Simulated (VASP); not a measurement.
**C: single point with LDA**

C:

```
C
1.0
     0.00000    1.80874    1.64234
     1.80874    0.00000    1.64234
     1.80874    1.80874    0.00000
C
2
Direct
  0.50000 0.50000 0.50000
  0.75000 0.75000 0.75000
```

This cell differs from its parent crystal: volume 5.373 Å^3 an atom, c/a of the conventional cell 0.9080.

| Property | Result |
| --- | --- |
| Program | VASP 6.6.1 |
| Task | single point |
| Functional | LDA |
| Potentials or basis | VASP PAW LDA potentials, release 64 (C) |
| Cutoff | 520 eV |
| k mesh | 12 × 12 × 12 |
| Occupations | gaussian, width 0.05 eV |
| Spin | no spin polarisation |
| Dipole correction | no |
| Further INCAR settings | ALGO = Normal; EDIFF = 1e-07; NBANDS = 11 |

```json
{"Pressure": "13.8 GPa", "Band gap on the k mesh": "1.81 eV, indirect (least direct gap 4.09 eV)"}
```

Stress tensor (GPa, compression positive):
```
-14.52   0.00   0.00
  0.00 -14.52   0.00
  0.00   0.00  70.33
```

Levels at points of the mesh, in eV from the valence-band top:
```csv
k point,band 1,band 2,band 3,band 4,band 5,band 6,band 7,band 8,band 9
"(0.00, 0.00, 0.00)",-22.96,-1.36,-1.36,0.00,4.09,5.29,5.29,13.81,18.94
"(0.50, 0.00, 0.00)",-16.76,-14.85,-4.66,-3.00,6.66,7.22,10.29,15.13,21.21
"(0.50, 0.50, 0.00)",-12.79,-12.79,-8.46,-8.46,2.40,2.40,16.80,16.80,23.90
"(0.50, 0.00, 0.50)",-14.41,-14.41,-6.94,-6.94,4.79,4.79,15.91,15.91,22.18
```

Run time: 27 s on 1 thread of AMD EPYC 7R13, with other jobs on the host, peak memory 0.09 GiB.

 A k mesh can miss the band edges.
